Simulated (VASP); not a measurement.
A run of VASP 6.6.1 is set up as follows.

Contents of INCAR:

```
PREC = Accurate ; ENCUT = 520
EDIFF = 1E-6 ; ISMEAR = 0
SIGMA = 0.05 ; LREAL = False
LASPH = True ; NELM = 80
ALGO = Normal ; ISIF = 2
LWAVE = False ; LCHARG = False
GGA = PE ; NBANDS = 25
```

File KPOINTS:

```
Automatic mesh
0
Gamma
  6 6 10
```

Contents of POSCAR:

```
SiO2
1.0
    3.9568898390      0.0000000000      0.0000000000
    0.0000000000      3.9568898390      0.0000000000
    0.0000000000      0.0000000000      2.5893887107
Si O
2 4
Direct
    0.5000000000      0.5000000000      0.5000000000
    0.0000000000      0.0000000000      0.0000000000
    0.6930127928      0.6930127928      0.0000000000
    0.1930127928      0.8069872072      0.5000000000
    0.3069872072      0.3069872072      0.0000000000
    0.8069872072      0.1930127928      0.5000000000
```

Potentials or basis: VASP PAW PBE potentials, release 64 (Si, O).

The run is started by

```console
$ cat potpaw_PBE.64/Si/POTCAR potpaw_PBE.64/O/POTCAR > POTCAR
$ mpirun -np 1 vasp_std > vasp.out
```

(1) What does it give for the pressure?

(2) What does it give for the band gap on the k mesh?

## Answers

(1) 73.5 GPa.

(2) 6.76 eV.

Caveat: the cell stands under pressure; forces of over 1 eV/Å act on the atoms, so gaps and moduli don't describe the material at rest.
